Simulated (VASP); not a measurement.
A run of VASP 6.6.1 is set up as follows.

File INCAR:

```
PREC = Accurate
ENCUT = 600
EDIFF = 1E-6
ISMEAR = 0
SIGMA = 0.15
LREAL = False
LASPH = True
NELM = 120
ALGO = Normal
ISIF = 2
LWAVE = False
LCHARG = False
GGA = PS
NBANDS = 16
GGA_COMPAT = False
```

The input KPOINTS:

```
regular mesh
0
Gamma
  24 24 24
```

File POSCAR:

```
TaN
1.0
    0.0000000000      2.3313673182      2.3313673182
    2.1878447055      0.1435226127      2.1878447055
    2.1878447055      2.1878447055      0.1435226127
Ta N
1 1
Direct
    0.5000000000      0.5000000000      0.5000000000
    0.0000000000      0.0000000000      0.0000000000
```

Potentials or basis: VASP PAW PBE potentials, release 64 (Ta_sv_GW, N).

Launch:

```sh
$ cat potpaw_PBE.64/Ta_sv_GW/POTCAR potpaw_PBE.64/N/POTCAR > POTCAR
$ mpirun -np 1 vasp_std > vasp.out
```

Question: What does it give for the band gap on the k mesh?

Answer: Zero (bands 9 and 10 overlap by 4.12 eV).

Question: Estimate the pressure.

Answer: 2.2 GPa.

Stress tensor (GPa, compression positive):
```
-2.51  0.00  0.00
 0.00  4.59 -7.25
 0.00 -7.25  4.59
```

Caveat: the cell differs from its parent crystal (strain +0.1312 x Voigt [0, 0, 0, 1, 0, 0]); the PAW data sets were made with another functional, which shifts forces and pressure a little; spin-orbit coupling is left out, which moves the levels of the heavy elements.
